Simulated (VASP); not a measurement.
Wanted: the native input for a VASP 6.6.1 run.

```yaml
Task: single point
Functional: PBE
Dispersion: D3(BJ)
Potentials_or_basis: VASP PAW PBE potentials, release 64 (O, H, S)
Cutoff: 520 eV
k_mesh: 1 × 1 × 1
Occupations: fermi-dirac, width 0.02 eV
Spin: no spin polarisation
Dipole_correction: no
Further_INCAR_settings: LREAL = Auto; ALGO = Normal; EDIFF = 1e-07; NBANDS = 38
```

The structure of H8SO6 lies in POSCAR:

```
H8SO6
1.0
    5.5891800000      0.0000000000      0.0000000000
    0.0000000000      5.5891800000      0.0000000000
    0.0000000000      0.0000000000      5.5891800000
O H S
6 8 1
Direct
    0.7477841114      0.5422799051      0.4935607728
    0.4821458604      0.1303590151      0.7407884520
    0.1495031472      0.7712043627      0.5260879056
    0.2338088950      0.3331436812      0.2219645816
    0.8263466197      0.9264507495      0.1914949957
    0.5236009576      0.6571268057     -0.0076934362
    0.9168786835      0.5824825824      0.5502596087
    0.6425629520      0.4363788606      0.6072089287
    0.4993934710     -0.0538540537      0.7879152219
    0.3531108320      0.0861128108      0.6377679731
    0.0697418942      0.7889708329      0.3596413070
    0.3018868600      0.6855567364      0.4824500195
    0.2690376764      0.3156992618      0.0501325776
    0.0808526474      0.2508418051      0.2300874189
    0.6117355319      0.7880941390      0.2191019076
```

One way to write it, as run:

INCAR

```
SYSTEM = H8SO6
PREC = Accurate ; ENCUT = 520
EDIFF = 1E-7 ; ISMEAR = -1
SIGMA = 0.02 ; LREAL = Auto
LASPH = .TRUE. ; NELM = 60
ALGO = Normal ; ISIF = 2
LWAVE = .FALSE. ; LCHARG = .FALSE.
GGA = PE ; IVDW = 12
NBANDS = 38
```

KPOINTS

```
Automatic mesh
0
G
  1 1 1
  0 0 0
```

Potentials or basis: VASP PAW PBE potentials, release 64 (O, H, S).

Command:

```bash
$ cat potpaw_PBE.64/O/POTCAR potpaw_PBE.64/H/POTCAR potpaw_PBE.64/S/POTCAR > POTCAR
$ mpirun -np 1 vasp_gam > vasp.out
```

It gave:

| Item | Value |
| --- | --- |
| Pressure | -3.4 GPa |
| Largest force | 4.183 eV/Å |
| Band gap on the k mesh | 3.24 eV |
| Dispersion energy per atom | -0.047 eV |

Caveat: the k points lie up to 1.12 Å⁻¹ apart.

Run time: 18 s on 1 thread of Intel(R) Xeon(R) Platinum 8488C (Sapphire Rapids), on a shared host, peak memory 0.25 GiB.
